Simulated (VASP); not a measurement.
Set up this calculation in VASP 6.6.1, as the native input.

```yaml
Task: relaxation of cell and atoms
Functional: RPBE
Potentials_or_basis: VASP PAW PBE potentials, release 64 (Pd)
Cutoff: 600 eV
k_mesh: 10 × 10 × 10
Occupations: fermi-dirac, width 0.05 eV
Spin: collinear spin
Starting_moments: "[0.5, -0.5] μB"
Dipole_correction: no
Further_INCAR_settings: ALGO = Normal; EDIFF = 1e-06; IBRION = 2; EDIFFG = -0.01; NSW = 80; ISIF = 3
```

The structure of Pd lies in POSCAR:

```
Pd
1.0
    0.0000000000      2.7082278367      2.7082278367
    2.7082278367      0.0000000000      2.7082278367
    2.7082278367      2.7082278367      0.0000000000
Pd
2
Direct
    0.1250000000      0.1250000000      0.1250000000
    0.8750000000      0.8750000000      0.8750000000
```

This isn't the form of Pd at room conditions, which is fcc.

The input as run:

INCAR

```
SYSTEM = Pd
ALGO = Normal
EDIFF = 1E-6
EDIFFG = -0.01
ENCUT = 600
GGA = RP
IBRION = 2
ISIF = 3
ISMEAR = -1
ISPIN = 2
LASPH = .True.
LCHARG = .False.
LMAXMIX = 4
LORBIT = 11
LREAL = .False.
LWAVE = .False.
MAGMOM = 0.5 -0.5
NELM = 150
NSW = 80
PREC = Accurate
SIGMA = 0.05
```

KPOINTS

```
k-points
0
Gamma
  10 10 10
  0 0 0
```

Potentials or basis: VASP PAW PBE potentials, release 64 (Pd).

Launch:

```sh
$ cat potpaw_PBE.64/Pd/POTCAR > POTCAR
$ mpirun -np 1 vasp_std > vasp.out
```

It gave:

```yaml
Relaxed_volume: 25.51 Å³/atom
Relaxed_cell: a = 4.163 Å, b = 4.163 Å, c = 4.163 Å, α = 60.00°, β = 60.00°, γ = 60.00°
Space_group_after_relaxing_to_0.1_Å: Fd-3m (No. 227)
Energy_gained_by_relaxing: 362.2 meV/atom
Ionic_steps: 3
Pressure_after_relaxing: 0.0 GPa
Band_gap_on_the_k_mesh: zero (filled and empty bands overlap)
Net_moment: 0.00 μB per cell
Valence_electrons_inside_the_program's_atomic_spheres: Pd 9.26
```

Caveat: the volume moved by over 15 % at a fixed basis, so the end points are rough; the PAW data sets were made with another functional, which shifts forces and pressure a little.

Wall time 74 s on 1 thread of AMD EPYC 9R45 96-Core Processor (Zen 5), with other jobs on the host, peak memory 0.2 GiB.
